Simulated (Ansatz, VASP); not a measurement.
**Cu: VASP beside Ansatz**

The input INCAR:

```
SYSTEM = Cu
PREC = Accurate
ENCUT = 520
EDIFF = 1E-6
ISMEAR = 0
SIGMA = 0.05
LREAL = .False.
LASPH = .True.
NELM = 100
ALGO = Normal
ISIF = 2
LWAVE = .False.
LCHARG = .False.
GGA = PE
NBANDS = 12
```

KPOINTS

```
Automatic mesh
0
Gamma
  20 20 20
  0 0 0
```

The input POSCAR:

```
Cu
1.0
   -1.4419097014      1.4419097014      1.4419097014
    1.4419097014     -1.4419097014      1.4419097014
    1.4419097014      1.4419097014     -1.4419097014
Cu
1
Direct
    0.0000000000      0.0000000000      0.0000000000
```

Input for Ansatz:

```yaml
crystal:
  lattice:
    - [-1.4419097014, 1.4419097014, 1.4419097014]
    - [1.4419097014, -1.4419097014, 1.4419097014]
    - [1.4419097014, 1.4419097014, -1.4419097014]
  atoms:
    - { symbol: Cu, position: [0.0, 0.0, 0.0] }
basis:
  ecutwfc: 420
  ecutrho_ratio: 4
kpoints:
  mp_grid: { grid: [20, 20, 20] }
hamiltonian:
  xc: pbe
scf:
  occupations: { method: gaussian, width: 0.05 }
output:
  forces: true
  stress: true
  eigenvalues: true
```

Alike in both runs: task single point; functional PBE; k mesh 20 × 20 × 20; occupations gaussian, width 0.05 eV; no spin polarisation.

|  | VASP | Ansatz |
| --- | --- | --- |
| version | VASP 6.6.1 | Ansatz 0.2.0 |
| potentials or method | VASP PAW PBE potentials, release 64 (Cu), cutoff 520 eV | scalar-relativistic, plane waves, PAW |
| valence electrons in the cell | 11 | 19 |

```tsv
	VASP	Ansatz	Ansatz less VASP
gap on the k mesh at the Fermi level (eV)	none	none	-
pressure (GPa)	0.7	0.1	-0.56
```

A gap of «none» marks a metal or a gap that the smearing closes. VASP's potentials hold 11 valence electrons a cell and Ansatz's 19, so a difference there can come from the potentials and not from the codes.
